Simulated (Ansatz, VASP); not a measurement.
**Two plane-wave programs on ZnS3**

```
Zn S
1.0
     0.00000    3.16966    3.16966
     3.16966    0.00000    3.16966
     3.16966    3.16966    0.00000
Zn S
1 3
Direct
  0.00000 0.00000 0.00000
  0.25000 0.25000 0.25000
  0.75000 0.75000 0.75000
  0.50000 0.50000 0.50000
```

Change from the starting cell: species swapped into the V3Mo type (Fm-3m, No. 225).

Alike in both runs: functional PBE; k mesh 4 × 4 × 4; occupations gaussian, width 0.1 eV; no spin polarisation.

Ansatz relaxed the structure, and its values are those at the end. VASP's run is a single point on that final structure, the one shown.

|  | VASP | Ansatz |
| --- | --- | --- |
| version | VASP 6.6.1 | Ansatz 0.2.0 |
| potentials or method | VASP PAW PBE potentials, release 64 (Zn, S), cutoff 520 eV | scalar-relativistic, plane waves, PAW |
| valence electrons in the cell | 30 | 30 |

|  | VASP | Ansatz | Ansatz less VASP |
| --- | --- | --- | --- |
| gap on the k mesh at the Fermi level (eV) | none | none | - |
| pressure (GPa) | 0.0 | 0.0 | +0.02 |

A gap of «none» marks a metal or a gap that the smearing closes.

The k mesh is coarse, so the values compare programs but aren't converged.
